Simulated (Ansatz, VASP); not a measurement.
**Ca in VASP and in Ansatz**

```xyz
1
Lattice="-2.1633 2.1633 2.1633 2.1633 -2.1633 2.1633 2.1633 2.1633 -2.1633" Properties=species:S:1:pos:R:3 pbc="T T T"
Ca    0.0000    0.0000    0.0000
```

Alike in both runs: functional PBEsol; k mesh 10 × 10 × 10; occupations fermi-dirac, width 0.1 eV; no spin polarisation.

Ansatz relaxed the structure, and its values are those at the end. VASP's run is a single point on that final structure, the one shown.

```csv
,VASP,Ansatz
version,VASP 6.6.1,Ansatz 0.2.0
potentials or method,"VASP PAW PBE potentials, release 64 (Ca_sv), cutoff 520 eV","plane waves (420 eV) with PAW, scalar-relativistic"
valence electrons in the cell,10,10
```

```tsv
	VASP	Ansatz	Ansatz less VASP
pressure (GPa)	0.0	0.0	-0.01
```

VASP's potentials were made for PBE, not for PBEsol, and Ansatz warns of the same on its side.
